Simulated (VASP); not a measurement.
# AlGa3N4 (P-43m) in VASP: a series of runs

Runs on AlGa3N4. Level: PBEsol. Tasks: single point.

All numbers are computed with VASP 6.6.1; they aren't measurements. Logs are shortened: lines on timing, memory, paths and dates and some standing lists are left out, and cuts for length are marked.

## Step 1: The cell of the first run

The structure is cubic, space group P-43m (No. 215). Conventional cell: a = 4.468 Å, b = 4.468 Å, c = 4.468 Å, α = 90.00°, β = 90.00°, γ = 90.00°. Within 2.2 Å of Al (site symmetry -43m) lie 4 N at 1.67 Å. Ga (site symmetry -42m) has 4 N at 2.04 Å within 2.7 Å. Within 2.2 Å of N (site symmetry 3m) lie 1 Al at 1.67 Å and 3 Ga at 2.04 Å.

## Step 2: Single point, PBEsol (mode 24 (691.5 1/cm) frozen in, largest displacement -0.225 Å)

INCAR

```
ALGO = Normal ; EDIFF = 1E-6
ENCUT = 520 ; GGA = PS
ISIF = 2 ; ISMEAR = 0
LASPH = True ; LCHARG = False
LREAL = False ; LWAVE = False
NBANDS = 41 ; NELM = 80
PREC = Accurate ; SIGMA = 0.05
```

KPOINTS

```
k-points
0
Gamma
  6 6 6
```

POSCAR

```
AlGa3N4
1.0
    4.4676279409      0.0000000000      0.0000000000
    0.0000000000      4.4676279409      0.0000000000
    0.0000000000      0.0000000000      4.4676279409
Al Ga N
1 3 4
Direct
    0.0000000000      0.0000000000      0.0000000000
    0.5000000000      0.5000000000      0.0000000000
    0.5000000000      0.0000000000      0.5000000000
    0.0000000000      0.5000000000      0.5000000000
    0.7841076051      0.7841076051      0.2158923949
    0.7841076051      0.2158923949      0.7841076051
    0.2158923949      0.7841076051      0.7841076051
    0.2158923949      0.2158923949      0.2158923949
```

Potentials or basis: VASP PAW PBE potentials, release 64 (Al, Ga_d, N).

Launch:

```
> cat potpaw_PBE.64/Al/POTCAR potpaw_PBE.64/Ga_d/POTCAR potpaw_PBE.64/N/POTCAR > POTCAR
> mpirun -np 1 vasp_std > vasp.out
```

OUTCAR:

```text
EDIFF = 1E-6
   ENCUT = 520
   GGA = PS
   ISIF = 2
   ISMEAR = 0
   LASPH = True
   LREAL = False
   NELM = 80
   PREC = Accurate

 ion  position               nearest neighbor table
   1  0.000  0.000  0.000-   5 1.67   6 1.67   7 1.67   8 1.67
   2  0.500  0.500  0.000-   5 2.04   6 2.04   7 2.04   8 2.04
   3  0.500  0.000  0.500-   5 2.04   6 2.04   7 2.04   8 2.04
   4  0.000  0.500  0.500-   5 2.04   6 2.04   7 2.04   8 2.04
   5  0.784  0.784  0.216-   1 1.67   2 2.04   3 2.04   4 2.04
   6  0.784  0.216  0.784-   1 1.67   2 2.04   3 2.04   4 2.04
   7  0.216  0.784  0.784-   1 1.67   2 2.04   3 2.04   4 2.04
   8  0.216  0.216  0.216-   1 1.67   2 2.04   3 2.04   4 2.04

  LATTYP: Found a simple cubic cell.
 ALAT       =     4.4676279409

  Lattice vectors:

 A1 = (   4.4676279409,   0.0000000000,   0.0000000000)
 A2 = (   0.0000000000,   4.4676279409,   0.0000000000)
 A3 = (   0.0000000000,   0.0000000000,   4.4676279409)

Analysis of symmetry for initial positions (statically):
=====================================================================
 Subroutine PRICEL returns:
 Original cell was already a primitive cell.

 Routine SETGRP: Setting up the symmetry group for a
 simple cubic supercell.

 Subroutine GETGRP returns: Found 24 space group operations
 (whereof 24 operations were pure point group operations)
 out of a pool of 48 trial point group operations.

The static configuration has the point symmetry T_d .

Analysis of symmetry for dynamics (positions and initial velocities):
=====================================================================
 Subroutine PRICEL returns:
 Original cell was already a primitive cell.

 Routine SETGRP: Setting up the symmetry group for a
 simple cubic supercell.

 Subroutine GETGRP returns: Found 24 space group operations
 (whereof 24 operations were pure point group operations)
 out of a pool of 48 trial point group operations.

The dynamic configuration has the point symmetry T_d .

 Subroutine INISYM returns: Found 24 space group operations
 (whereof 24 operations are pure point group operations),
 and found     1 'primitive' translations

----------------------------------------------------------------------------------------

                                     Primitive cell

  volume of cell :      89.1725

  direct lattice vectors                    reciprocal lattice vectors
     4.467627941  0.000000000  0.000000000     0.223832426  0.000000000  0.000000000
     0.000000000  4.467627941  0.000000000     0.000000000  0.223832426  0.000000000
     0.000000000  0.000000000  4.467627941     0.000000000  0.000000000  0.223832426

  length of vectors
     4.467627941  4.467627941  4.467627941     0.223832426  0.223832426  0.223832426

  position of ions in fractional coordinates (direct lattice)
     0.000000000  0.000000000  0.000000000
     0.500000000  0.500000000  0.000000000
     0.500000000  0.000000000  0.500000000
     0.000000000  0.500000000  0.500000000
     0.784107605  0.784107605  0.215892395
     0.784107605  0.215892395  0.784107605
     0.215892395  0.784107605  0.784107605
     0.215892395  0.215892395  0.215892395

  ion indices of the primitive-cell ions
   primitive index   ion index
                 1           1
                 2           2
                 3           3
                 4           4
                 5           5
                 6           6
                 7           7
                 8           8

----------------------------------------------------------------------------------------

 KPOINTS: k-points

Automatic generation of k-mesh.
 Grid dimensions read from file:
 generate k-points for:    6    6    6

 Generating k-lattice:

  Cartesian coordinates                     Fractional coordinates (reciprocal lattice)
     0.037305404  0.000000000  0.000000000     0.166666667  0.000000000  0.000000000
     0.000000000  0.037305404  0.000000000     0.000000000  0.166666667  0.000000000
     0.000000000  0.000000000  0.037305404     0.000000000  0.000000000  0.166666667

  Length of vectors
     0.037305404  0.037305404  0.037305404

  Shift w.r.t. Gamma in fractional coordinates (k-lattice)
     0.000000000  0.000000000  0.000000000

 Subroutine IBZKPT returns following result:
 ===========================================

 Found     20 irreducible k-points:

 Following reciprocal coordinates:
            Coordinates               Weight
  0.000000  0.000000  0.000000      1.000000
  0.166667  0.000000  0.000000      6.000000
  0.333333  0.000000  0.000000      6.000000
  0.500000  0.000000  0.000000      3.000000
  0.166667  0.166667  0.000000     12.000000
  0.333333  0.166667  0.000000     24.000000
[... 12 lines left out ...]
  0.500000  0.500000  0.333333      6.000000
  0.500000  0.500000  0.500000      1.000000
   k-points           NKPTS =     20   k-points in BZ     NKDIM =     20   number of bands    NBANDS=     41
   number of dos      NEDOS =    301   number of ions     NIONS =      8
   total plane-waves  NPLWV =  46656
   dimension x,y,z NGX =    36 NGY =   36 NGZ =   36
   dimension x,y,z NGXF=    72 NGYF=   72 NGZF=   72
   ions per type =               1   3   4
   NGX,Y,Z   is equivalent  to a cutoff of  13.40, 13.40, 13.40 a.u.
   NGXF,Y,Z  is equivalent  to a cutoff of  26.79, 26.79, 26.79 a.u.
 SYSTEM =  unknown system
   PREC   = accura    normal or accurate (medium, high low for compatibility)
   ISTART =      0    job   : 0-new  1-cont  2-samecut
   ICHARG =      2    charge: 1-file 2-atom 10-const
   ISPIN  =      1    spin polarized calculation?
   LNONCOLLINEAR =      F non collinear calculations
   LSORBIT =      F    spin-orbit coupling
   LASPH  =      T    aspherical Exc in radial PAW
   ENCUT  =  520.0 eV  38.22 Ry    6.18 a.u.   8.31  8.31  8.31*2*pi/ulx,y,z
   NELM   =     80;   NELMIN=  2; NELMDL= -5     # of ELM steps
   EDIFF  = 0.1E-05   stopping-criterion for ELM
   LREAL  =      F    real-space projection
   EDIFFG = 0.1E-04   stopping-criterion for IOM
   NSW    =      0    number of steps for IOM
   IBRION =     -1    ionic relax: 0-MD 1-quasi-New 2-CG
   NFREE  =      0    steps in history (QN), initial steepest desc. (CG)
   ISIF   =      2    stress and relaxation
   ISYM   =      2    0-nonsym 1-usesym 2-fastsym
   POTIM  = 0.5000    time-step for ionic-motion
   TEBEG  =    0.0;   TEEND  =   0.0 temperature during run
   PSTRESS=    0.0 pullay stress
   NELECT =      62.0000    total number of electrons
   NUPDOWN=      -1.0000    fix difference up-down
   EMIN   =  10.00;   EMAX   =-10.00  energy-range for DOS
   EFERMI =   0.00;   METHOD = LEGACY
   ISMEAR =     0;   SIGMA  =   0.05  broadening in eV -4-tet -1-fermi 0-gaus
   EFERMI_NEDOS =   21; number of points for ismear=-14 and -15
   IALGO  =     38    algorithm
   IMIX   =      4    mixing-type and parameters
     AMIX     =   0.40;   BMIX     =  1.00
     AMIX_MAG =   1.60;   BMIX_MAG =  1.00
  volume/ion in A,a.u.               =      11.15        75.22
  Fermi-wavevector in a.u.,A,eV,Ry     =   1.450313  2.740694 28.618599  2.103408
  Thomas-Fermi vector in A             =   2.567939
   LORBIT       =      0    0 simple, 1 ext, 2 COOP (PROOUT), +10 PAW based schemes
   GGA     = PS    functional components
   LHFCALC =     F    Hartree Fock is set to
   AEXX    =    0.0000 exact exchange contribution
   IVDW    =     0    specifies the selected vdW correction
   LEPSILON=     F    determine dielectric tensor
   LRPA    =     F    only Hartree local field effects (RPA)
 non-spin polarized calculation
 Gauss-broadening in eV      SIGMA  =   0.05
  energy-cutoff  :      520.00
  volume of cell :       89.17
 maximum number of plane-waves:      2469
 NGX is ok and might be reduce to    36
   NGX = 17   NGY = 17   NGZ = 17

 number of electron      61.9999964 magnetization

 Free energy of the ion-electron system (eV)
  ---------------------------------------------------
  ext. energy  EPLUGINS =         0.00000000
  ---------------------------------------------------
  free energy    TOTEN  =       -51.79551833 eV

  energy without entropy =      -51.79551833  energy(sigma->0) =      -51.79551833

 E-fermi :   5.5731     XC(G=0): -11.7519

 val. band max:        5.3185107455   @ k =   0.5000   0.5000   0.0000
 cond. band min:       7.2007732690   @ k =   0.0000   0.0000   0.0000
 fundamental gap:      1.8822625235
 Fermi energy:         5.5731143415

 k-point     1 :       0.0000    0.0000    0.0000
  band No.  band energies     occupation
      1     -10.4313      2.00000
      2      -8.9978      2.00000
      3      -8.9978      2.00000
      4      -8.9978      2.00000
      5      -8.1556      2.00000
      6      -8.0804      2.00000
[... 33 lines left out ...]
     40      15.4228      0.00000
     41      15.4228      0.00000

 k-point     2 :       0.1667    0.0000    0.0000
  band No.  band energies     occupation
      1     -10.3190      2.00000
      2      -9.0215      2.00000
      3      -9.0010      2.00000
      4      -9.0010      2.00000
      5      -8.1567      2.00000
      6      -8.0809      2.00000
[... 33 lines left out ...]
     40      15.5581      0.00000
     41      15.5581      0.00000

 k-point     3 :       0.3333    0.0000    0.0000
  band No.  band energies     occupation
      1     -10.0290      2.00000
      2      -9.1156      2.00000
      3      -9.0075      2.00000
      4      -9.0075      2.00000
      5      -8.1532      2.00000
      6      -8.0747      2.00000
[... 33 lines left out ...]
     40      15.7919      0.00000
     41      15.7925      0.00000

 k-point     4 :       0.5000    0.0000    0.0000
  band No.  band energies     occupation
      1      -9.8046      2.00000
      2      -9.2318      2.00000
      3      -9.0109      2.00000
      4      -9.0109      2.00000
      5      -8.1301      2.00000
      6      -8.1175      2.00000
[... 649 lines left out ...]
     40      15.3409      0.00000
     41      15.5169      0.00000

 k-point    19 :       0.5000    0.5000    0.3333
  band No.  band energies     occupation
      1      -9.6282      2.00000
      2      -9.0621      2.00000
      3      -9.0621      2.00000
      4      -9.0589      2.00000
      5      -8.0922      2.00000
      6      -8.0922      2.00000
[... 33 lines left out ...]
     40      14.7183      0.00000
     41      15.7228      0.00000

 k-point    20 :       0.5000    0.5000    0.5000
  band No.  band energies     occupation
      1      -9.6430      2.00000
      2      -9.0556      2.00000
      3      -9.0556      2.00000
      4      -9.0556      2.00000
      5      -8.0927      2.00000
      6      -8.0927      2.00000
[... 33 lines left out ...]
     40      14.5561      0.00000
     41      16.2770      0.00000

------------------------ aborting loop because EDIFF is reached ----------------------------------------

  FORCE on cell =-STRESS in cart. coord.  units (eV):
  Direction    XX          YY          ZZ          XY          YZ          ZX
  --------------------------------------------------------------------------------------
  -------------------------------------------------------------------------------------
  Total        5.4118609      5.4118609      5.4118609      0.0000000     -0.0000000      0.0000000
  in kB       97.2358053     97.2358053     97.2358053      0.0000000     -0.0000000      0.0000000
  external PRESSURE =      97.2358053 kB  Pullay stress =       0.0000000 kB

 VOLUME and BASIS-vectors are now :
 -----------------------------------------------------------------------------
  energy-cutoff  :      520.00
  volume of cell :       89.17
      direct lattice vectors                 reciprocal lattice vectors
     4.467627941  0.000000000  0.000000000     0.223832426  0.000000000  0.000000000
     0.000000000  4.467627941  0.000000000     0.000000000  0.223832426  0.000000000
     0.000000000  0.000000000  4.467627941     0.000000000  0.000000000  0.223832426

 POSITION                                       TOTAL-FORCE (eV/Angst)
 -----------------------------------------------------------------------------------
      0.00000      0.00000      0.00000        -0.000000     -0.000000      0.000000
      2.23381      2.23381      0.00000        -0.000000     -0.000000      0.000000
      2.23381      0.00000      2.23381        -0.000000     -0.000000      0.000000
      0.00000      2.23381      2.23381        -0.000000     -0.000000      0.000000
      3.50310      3.50310      0.96453        -4.596742     -4.596742      4.596742
      3.50310      0.96453      3.50310        -4.596742      4.596742     -4.596742
      0.96453      3.50310      3.50310         4.596742     -4.596742     -4.596742
      0.96453      0.96453      0.96453         4.596742      4.596742      4.596742
 -----------------------------------------------------------------------------------
    total drift:                               -0.000000     -0.000000     -0.000000

  FREE ENERGIE OF THE ION-ELECTRON SYSTEM (eV)
  ---------------------------------------------------
  free  energy   TOTEN  =       -51.7955183347 eV

  energy  without entropy=      -51.7955183347  energy(sigma->0) =      -51.79551833
```

It took 2 min on 1 thread of AMD EPYC 7R13, shared host; peak memory 0.2 GiB.

Results:

* Free energy: -51.7955 eV
* Pressure: 9.7 GPa
* Largest force: 7.962 eV/Å
* Band gap on the k mesh: 1.88 eV, indirect (least direct gap 2.42 eV)

Forces in eV/Å, atoms in the order of the input:
```
Al   0.000  0.000  0.000
Ga   0.000  0.000  0.000
Ga   0.000  0.000  0.000
Ga   0.000  0.000  0.000
N   -4.597 -4.597  4.597
N   -4.597  4.597 -4.597
N    4.597 -4.597 -4.597
N    4.597  4.597  4.597
```

Levels at points of the mesh, in eV from the valence-band top:
| k point | band 28 | band 29 | band 30 | band 31 | band 32 | band 33 | band 34 | band 35 |
| --- | --- | --- | --- | --- | --- | --- | --- | --- |
| (0.00, 0.00, 0.00) | -2.13 | -0.54 | -0.54 | -0.54 | 1.88 | 3.58 | 3.58 | 3.58 |
| (0.50, 0.00, 0.00) | -1.62 | -1.62 | -0.90 | -0.90 | 3.93 | 4.27 | 5.61 | 5.61 |
| (0.50, 0.50, 0.00) | -1.32 | -1.16 | -1.16 | 0.00 | 4.48 | 5.45 | 5.84 | 5.84 |
| (0.50, 0.50, 0.50) | -0.70 | -0.52 | -0.52 | -0.52 | 4.04 | 4.16 | 4.16 | 4.16 |

Caveat: the cell differs from its parent crystal (mode 24 (691.5 1/cm) frozen in, largest displacement -0.225 Å); the PAW data sets were made with another functional, which shifts forces and pressure a little.

## Step 3: Single point, PBEsol (mode 24 (691.5 1/cm) frozen in, largest displacement +0.150 Å)

INCAR

```
SYSTEM = AlGa3N4
  PREC = Accurate
  ENCUT = 520
  EDIFF = 1E-6
  ISMEAR = 0
  SIGMA = 0.05
  LREAL = .False.
  LASPH = .True.
  NELM = 100
  ALGO = Normal
  ISIF = 2
  LWAVE = .False.
  LCHARG = .False.
  GGA = PS
  NBANDS = 41
```

KPOINTS

```
Automatic mesh
0
Gamma
  6 6 6
  0 0 0
```

POSCAR

```
AlGa3N4
1.0
    4.4676279409      0.0000000000      0.0000000000
    0.0000000000      4.4676279409      0.0000000000
    0.0000000000      0.0000000000      4.4676279409
Al Ga N
1 3 4
Direct
    0.0000000000      0.0000000000      0.0000000000
    0.5000000000      0.5000000000      0.0000000000
    0.5000000000      0.0000000000      0.5000000000
    0.0000000000      0.5000000000      0.5000000000
    0.7356464633      0.7356464633      0.2643535367
    0.7356464633      0.2643535367      0.7356464633
    0.2643535367      0.7356464633      0.7356464633
    0.2643535367      0.2643535367      0.2643535367
```

Potentials or basis: VASP PAW PBE potentials, release 64 (Al, Ga_d, N).

Launch:

```
> cat potpaw_PBE.64/Al/POTCAR potpaw_PBE.64/Ga_d/POTCAR potpaw_PBE.64/N/POTCAR > POTCAR
> mpirun -np 1 vasp_std > vasp.out
```

Run time: 2.2 min. Hardware: 1 thread of AMD EPYC 7R13, shared host; peak memory 0.2 GiB.

It converged, with:

```
Free energy            : -54.0014 eV
Pressure               : 3.0 GPa
Largest force          : 3.025 eV/Å
Band gap on the k mesh : 2.12 eV, direct
```

Forces in eV/Å, atoms in the order of the input:
```
Al   0.000  0.000  0.000
Ga   0.000  0.000  0.000
Ga   0.000  0.000  0.000
Ga   0.000  0.000  0.000
N    1.747  1.747 -1.747
N    1.747 -1.747  1.747
N   -1.747  1.747  1.747
N   -1.747 -1.747 -1.747
```

Levels at points of the mesh, in eV from the valence-band top:
```
           k point  band 28  band 29  band 30  band 31  band 32  band 33  band 34  band 35
(0.00, 0.00, 0.00)    -2.61     0.00     0.00     0.00     2.12     3.08     3.08     3.08
(0.50, 0.00, 0.00)    -1.75    -1.75    -1.10    -1.10     4.48     4.75     5.86     5.86
(0.50, 0.50, 0.00)    -1.30    -0.95    -0.85    -0.85     6.26     6.51     6.75     6.75
(0.50, 0.50, 0.50)    -0.82    -0.80    -0.80    -0.80     4.87     4.87     4.87     5.30
```

Caveat: the cell differs from its parent crystal (mode 24 (691.5 1/cm) frozen in, largest displacement +0.150 Å); the PAW data sets were made with another functional, which shifts forces and pressure a little.
